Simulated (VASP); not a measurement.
# MnO in VASP: a series of runs, part 2 of 2

VASP 6.6.1. The steps go on from the part before.

### 4 Single point, PBE, collinear spin, ferromagnetic start (atoms moved at random)

The input, INCAR:

```
PREC     = Accurate       # precision mode
ENCUT    = 520            # plane-wave cutoff, eV
EDIFF    = 1E-7           # SCF threshold, eV
ISMEAR   = -1             # smearing method
SIGMA    = 0.05           # smearing width, eV
LREAL    = False          # projectors in reciprocal space
LASPH    = True           # aspherical terms in the spheres
NELM     = 150            # most SCF steps
ALGO     = Normal         # electronic algorithm
ISIF     = 2              # what is computed and relaxed
LWAVE    = False          # write WAVECAR
LCHARG   = False          # write CHGCAR
ISPIN    = 2              # spin polarisation
MAGMOM   = 4 0            # initial moments
LORBIT   = 11             # projections on sites
LMAXMIX  = 4              # l up to which the mixer works
GGA      = PE             # functional
NBANDS   = 20             # bands
```

The input, KPOINTS:

```
Automatic mesh
0
Gamma
  10 10 10
```

The input, POSCAR:

```
MnO
1.0
    2.6723886600      0.0000000000      0.0000000000
    0.0000000000      2.6723886600      0.0000000000
    0.0000000000      0.0000000000      2.6723886600
Mn O
1 1
Direct
    0.0123160000      0.0026230000     -0.0035030000
    0.4844890000      0.5021670000      0.5003480000
```

Run with:

```console
> cat potpaw_PBE.64/Mn_pv/POTCAR potpaw_PBE.64/O/POTCAR > POTCAR
> mpirun -np 1 vasp_std > vasp.out
```

Run time: 4.2 min. Hardware: 1 thread of Intel Xeon Platinum 8375C at 2.90GHz (Ice Lake), shared host; peak memory 0.37 GiB.

Results (log left out):

| Quantity | Value |
| --- | --- |
| Free energy | -15.2701 eV |
| Pressure | 6.2 GPa |
| Largest force | 0.093 eV/Å |
| Net moment | 4.18 μB per cell |
| Site moments | Mn +3.89; O +0.11 μB |
| Valence electrons inside the program's atomic spheres | Mn 11.46; O 4.95 |

Forces in eV/Å, atoms in the order of the input:
```
Mn  -0.092 -0.002  0.015
O    0.092  0.002 -0.015
```

Stress tensor (GPa, compression positive):
```
 6.08  0.01 -0.04
 0.01  6.24  0.00
-0.04  0.00  6.24
```

Levels at points of the mesh, in eV from the Fermi level:
Spin up:
```
           k point  band 9  band 10  band 11  band 12  band 13  band 14  band 15  band 16
(0.00, 0.00, 0.00)   -2.87    -1.36    -1.34    -1.33     0.35    14.96    15.06    19.33
(0.50, 0.00, 0.00)   -1.26    -0.79     0.24     0.24     5.53     7.93    14.81    17.00
(0.00, 0.50, 0.00)   -1.26    -0.80     0.19     0.26     5.55     7.90    14.85    16.99
(0.00, 0.00, 0.50)   -1.26    -0.80     0.19     0.26     5.55     7.90    14.85    16.99
(0.50, 0.50, 0.00)   -2.36    -2.12    -1.81    -0.59     6.22    10.50    10.55    16.01
(0.00, 0.50, 0.50)   -2.12    -2.11    -1.95    -0.59     6.28    10.50    10.50    15.98
(0.50, 0.00, 0.50)   -2.37    -2.12    -1.80    -0.59     6.22    10.50    10.56    16.01
(0.50, 0.50, 0.50)   -0.53     0.50     0.51     0.54     6.44     6.48     6.48    15.47
```
Spin down:
```csv
k point,band 4,band 5,band 6,band 7,band 8,band 9,band 10,band 11
"(0.00, 0.00, 0.00)",-19.98,-2.82,-2.76,-2.75,-0.95,-0.85,1.75,2.67
"(0.50, 0.00, 0.00)",-18.85,-7.87,-3.18,-3.18,-0.33,2.56,2.81,3.22
"(0.00, 0.50, 0.00)",-18.85,-7.88,-3.19,-3.15,-0.33,2.53,2.82,3.17
"(0.00, 0.00, 0.50)",-18.85,-7.88,-3.19,-3.15,-0.33,2.54,2.82,3.17
"(0.50, 0.50, 0.00)",-18.32,-5.90,-5.88,-2.00,-0.48,1.12,1.70,1.73
"(0.00, 0.50, 0.50)",-18.33,-5.90,-5.90,-1.99,-0.49,1.17,1.71,1.71
"(0.50, 0.00, 0.50)",-18.32,-5.90,-5.88,-2.00,-0.48,1.12,1.70,1.73
"(0.50, 0.50, 0.50)",-17.49,-6.31,-6.31,-6.30,3.35,3.35,3.54,3.54
```

Caveat: the cell differs from its parent crystal (atoms moved at random); the cell stands under pressure; a cell with one magnetic atom can't hold antiferromagnetic order, which such compounds often take; semilocal functionals often make such compounds metallic where correlation or magnetic order opens a gap, which also shifts bond lengths.

### 5 Single point, HF, collinear spin, ferromagnetic start

This run uses another cell than the first one, of 10.68 Å³/atom.

The input, POSCAR:

```
MnO
1.0
    2.7748498063      0.0000000000      0.0000000000
    0.0000000000      2.7748498063      0.0000000000
    0.0000000000      0.0000000000      2.7748498063
Mn O
1 1
Direct
    0.0000000000      0.0000000000      0.0000000000
    0.5000000000      0.5000000000      0.5000000000
```

The input, INCAR.step1:

```
SYSTEM = MnO
PREC = Accurate
ENCUT = 520
EDIFF = 1E-5
ISMEAR = -1
SIGMA = 0.05
LREAL = .False.
LASPH = .True.
NELM = 150
ALGO = Normal
ISIF = 2
LWAVE = .True.
LCHARG = .False.
ISPIN = 2
MAGMOM = 4 0
LORBIT = 11
LMAXMIX = 4
NBANDS = 20
GGA = PE
```

The input, INCAR.step2:

```
SYSTEM = MnO
PREC = Accurate
ENCUT = 520
EDIFF = 1E-6
ISMEAR = -1
SIGMA = 0.05
LREAL = .False.
LASPH = .True.
NELM = 150
ALGO = Normal
ISIF = 2
LWAVE = .False.
LCHARG = .False.
ISPIN = 2
MAGMOM = 4 0
LORBIT = 11
LMAXMIX = 4
GGA = PE
LHFCALC = .True.
AEXX = 1.0
ALDAC = 0.0
AGGAC = 0.0
PRECFOCK = Normal
NBANDS = 20
ISTART = 1
```

The input, KPOINTS:

```
Automatic mesh
0
Gamma
  5 5 5
  0 0 0
```

Run with:

```console
> cat potpaw_PBE.64/Mn_pv/POTCAR potpaw_PBE.64/O/POTCAR > POTCAR
> cp INCAR.step1 INCAR
> mpirun -np 1 vasp_std > vasp.out
> cp INCAR.step2 INCAR
> mpirun -np 1 vasp_std > vasp.out
```

It took 22 min on 1 thread of Intel Xeon 8259CL, shared host; peak memory 0.16 GiB.

It converged, with:

| Quantity | Value |
| --- | --- |
| Free energy | -51.0694 eV |
| Pressure | 0.7 GPa |
| Band gap on the k mesh | 10.35 eV (least direct gap 11.19 eV) |
| Net moment | 5.00 μB per cell |
| Site moments | Mn +4.74; O +0.12 μB |
| Valence electrons inside the program's atomic spheres | Mn 11.20; O 5.13 |

Levels at points of the mesh, in eV from the valence-band top:
Spin up:
| k point | band 8 | band 9 | band 10 | band 11 | band 12 | band 13 | band 14 | band 15 | band 16 | band 17 |
| --- | --- | --- | --- | --- | --- | --- | --- | --- | --- | --- |
| (0.00, 0.00, 0.00) | -6.27 | -6.27 | -1.68 | -1.68 | -1.68 | 10.35 | 25.48 | 25.48 | 31.33 | 31.33 |
Spin down:
| k point | band 4 | band 5 | band 6 | band 7 | band 8 | band 9 | band 10 | band 11 |
| --- | --- | --- | --- | --- | --- | --- | --- | --- |
| (0.00, 0.00, 0.00) | -23.71 | -0.84 | -0.84 | -0.84 | 12.29 | 14.30 | 14.30 | 20.42 |

Caveat: the k points lie up to 0.45 Å⁻¹ apart; the PAW data sets were made with another functional, which shifts forces and pressure a little; an odd mesh through Γ misses points on the zone boundary, where band edges can lie; a cell with one magnetic atom can't hold antiferromagnetic order, which such compounds often take.

### 6 Relaxation of cell and atoms, PBE-based screened hybrid with 25 % exact exchange, collinear spin, ferromagnetic start

This run uses another cell than the first one, of 9.54 Å³/atom.

The input, POSCAR:

```
MnO
1.0
    2.6723886600      0.0000000000      0.0000000000
    0.0000000000      2.6723886600      0.0000000000
    0.0000000000      0.0000000000      2.6723886600
Mn O
1 1
Direct
    0.0000000000      0.0000000000      0.0000000000
    0.5000000000      0.5000000000      0.5000000000
```

The input, INCAR.step1:

```
  ALGO = Normal
  EDIFF = 1E-5
  ENCUT = 600
  GGA = PE
  ISMEAR = -1
  ISPIN = 2
  LASPH = T
  LCHARG = F
  LMAXMIX = 4
  LORBIT = 11
  LREAL = F
  LWAVE = T
  MAGMOM = 4 0
  NBANDS = 20
  NELM = 150
  PREC = Accurate
  SIGMA = 0.05
```

The input, INCAR.step2:

```
  AEXX = 0.25
  ALGO = Normal
  EDIFF = 1E-6
  EDIFFG = -0.01
  ENCUT = 600
  GGA = PE
  HFSCREEN = 0.3
  IBRION = 2
  ISIF = 3
  ISMEAR = -1
  ISPIN = 2
  ISTART = 1
  LASPH = T
  LCHARG = F
  LHFCALC = T
  LMAXMIX = 4
  LORBIT = 11
  LREAL = F
  LWAVE = F
  MAGMOM = 4 0
  NELM = 150
  NSW = 60
  PREC = Accurate
  PRECFOCK = Normal
  SIGMA = 0.05
```

The input, KPOINTS:

```
k-points
0
Gamma
  5 5 5
```

Potentials or basis: VASP PAW PBE potentials, release 64 (Mn_pv, O).

Run with:

```console
> cat potpaw_PBE.64/Mn_pv/POTCAR potpaw_PBE.64/O/POTCAR > POTCAR
> cp INCAR.step1 INCAR
> mpirun -np 1 vasp_std > vasp.out
> cp INCAR.step2 INCAR
> mpirun -np 1 vasp_std > vasp.out
```

Wall time 1.7 h (1 thread of Oxide Virtual Turin-like, shared host); peak memory 0.23 GiB.

Results (log left out):

```
Free energy                                           : -21.8646 eV
Relaxed volume                                        : 10.38 Å³/atom
Relaxed cell                                          : a = 2.749 Å, b = 2.749 Å, c = 2.749 Å, α = 90.00°, β = 90.00°, γ = 90.00°
Space group after relaxing (to 0.1 Å)                 : Pm-3m (No. 221)
Energy gained by relaxing                             : 40.9 meV/atom
Ionic steps                                           : 3
Pressure after relaxing                               : 0.0 GPa
Band gap on the k mesh                                : 1.32 eV (least direct gap 2.72 eV)
Net moment                                            : 5.00 μB per cell
Site moments                                          : Mn +4.59; O +0.20 μB
Valence electrons inside the program's atomic spheres : Mn 11.28; O 5.00
```

The path:
| step | energy change (eV) | largest force (eV/Å) | pressure (GPa) | volume (Å³) |
| --- | --- | --- | --- | --- |
| 1 | 0.0000 | 0.0000 | 16.96 | 19.09 |
| 2 | -0.0465 | 0.0000 | -8.57 | 22.01 |
| 3 | -0.0817 | 0.0000 | -0.01 | 20.76 |

Final structure:
```
Mn O
1.0
     2.74853    0.00000    0.00000
     0.00000    2.74853    0.00000
     0.00000    0.00000    2.74853
Mn O
1 1
Direct
  0.00000 0.00000 0.00000
  0.50000 0.50000 0.50000
```

Levels at points of the mesh, in eV from the valence-band top:
Spin up:
```
           k point  band 8  band 9  band 10  band 11  band 12  band 13  band 14  band 15
(0.00, 0.00, 0.00)   -2.74   -2.74    -2.05    -2.05    -2.05     1.32    16.14    16.14
```
Spin down:
```
           k point  band 3  band 4  band 5  band 6  band 7  band 8  band 9  band 10  band 11  band 12
(0.00, 0.00, 0.00)  -46.75  -19.88   -1.40   -1.40   -1.40    2.38    2.38     3.18     6.01     6.01
```

Caveat: the k points lie up to 0.46 Å⁻¹ apart in the final cell; the PAW data sets were made with another functional, which shifts forces and pressure a little; an odd mesh through Γ misses points on the zone boundary, where band edges can lie; a cell with one magnetic atom can't hold antiferromagnetic order, which such compounds often take.

### 7 The runs side by side

```csv
task,level,cell,k mesh,cutoff (eV),grid for exact exchange (PRECFOCK),share of exact exchange,screening parameter,gap on the mesh (eV),pressure (GPa),moment (μB)
single point,PBE,"a = 2.708 Å, 2 atoms, atomic positions A",10 × 10 × 10,520,-,-,-,none,5.6,4.61
single point,PBE,"a = 2.725 Å, 2 atoms, atomic positions A",10 × 10 × 10,520,-,-,-,none,5.1,4.77
single point,PBE,"a = 2.672 Å, 2 atoms, atomic positions B",10 × 10 × 10,520,-,-,-,none,6.2,4.18
single point,HF,"a = 2.775 Å, 2 atoms, atomic positions A",5 × 5 × 5,520,Normal,1,-,10.35,0.7,5.00
relaxation of cell and atoms,PBE-based screened hybrid with 25 % exact exchange,"relaxed from a = 2.672 Å, 2 atoms, atomic positions A",5 × 5 × 5,600,Normal,0.25,0.3 1/Å,1.32,0.0,5.00
```

Alike in all rows: potentials or basis VASP PAW PBE potentials, release 64 (Mn_pv, O); spin collinear, ferromagnetic start; smearing fermi-dirac 0.05 eV.

Caveats: some runs use coarse meshes; a cell with one magnetic atom can't hold antiferromagnetic order, which such compounds often take; the cell stands under pressure (at least some runs); semilocal functionals often make such compounds metallic where correlation or magnetic order opens a gap, which also shifts bond lengths (at least some runs); the PAW data sets were made with another functional, which shifts forces and pressure a little (at least some runs); an odd mesh through Γ misses points on the zone boundary, where band edges can lie (at least some runs).

Total energies depend on the potentials used, so only differences within one code and one set of settings carry meaning.
